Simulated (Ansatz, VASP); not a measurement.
## One calculation of ZrO2, two programs

```
Zr O
1.0
     0.00000    2.62105    2.62105
     2.62105    0.00000    2.62105
     2.62105    2.62105    0.00000
Zr O
1 2
Direct
  0.00000 0.00000 0.00000
  0.25000 0.25000 0.25000
  0.75000 0.75000 0.75000
```

Change from the starting cell: hydrostatic strain +3.0%.

Alike in both runs: task single point; functional HSE06; k mesh 6 × 6 × 6; no spin polarisation.

|  | VASP | Ansatz |
| --- | --- | --- |
| version | VASP 6.6.1 | Ansatz 0.2.0 |
| potentials or method | VASP PAW PBE potentials, release 64 (Zr_sv, O) | plane waves, PAW |
| plane-wave cutoff (eV) | 520 | 420 |
| occupations | gaussian, width 0.01 eV | fixed |
| valence electrons in the cell | 24 | 24 |

Ansatz gave:

* gap on the k mesh at the Fermi level (eV): 4.68
* pressure (GPa): -21.4

Task: Which values does VASP return?

Result: gap on the k mesh at the Fermi level (eV): 4.67; pressure (GPa): -21.1.

Ansatz's warnings: stress exchange threshold loose, stress scf threshold loose.
